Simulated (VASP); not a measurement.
Set up this calculation in VASP 6.6.1, as the native input.

```
Task                   : single point
Functional             : PBE
Potentials or basis    : VASP PAW PBE potentials, release 64 (C)
Cutoff                 : 520 eV
k mesh                 : 22 × 22 × 22
Occupations            : fermi-dirac, width 0.1 eV
Spin                   : no spin polarisation
Dipole correction      : no
Further INCAR settings : ALGO = Normal; EDIFF = 1e-06; NBANDS = 11
```

The structure of C lies in POSCAR:

```
C
1.0
   -1.2440800146      1.2440800146      1.7593613360
    1.2440800146     -1.2440800146      1.7593613360
    1.2440800146      1.2440800146     -1.7593613360
C
2
Direct
   -0.3750000000     -0.1250000000     -0.2500000000
    0.3750000000      0.1250000000      0.2500000000
```

These files were run (other wordings do the same):

INCAR

```
SYSTEM = C
PREC = Accurate
ENCUT = 520
EDIFF = 1E-6
ISMEAR = -1
SIGMA = 0.1
LREAL = .False.
LASPH = .True.
NELM = 60
ALGO = Normal
ISIF = 2
LWAVE = .False.
LCHARG = .True.
GGA = PE
LELF = .True.
LVHAR = .True.
NBANDS = 11
```

KPOINTS

```
regular mesh
0
Gamma
  22 22 22
  0 0 0
```

Potentials or basis: VASP PAW PBE potentials, release 64 (C).

The run is started by

```bash
$ cat potpaw_PBE.64/C/POTCAR > POTCAR
$ mpirun -np 1 vasp_std > vasp.out
```

It gave:

```
Pressure               : 21.9 GPa
Band gap on the k mesh : 4.22 eV, indirect (least direct gap 5.70 eV)
```

Run time: 86 s on 1 thread of AMD EPYC 7R43 64-Core Processor (Zen 3), on a shared host, peak memory 0.15 GiB.
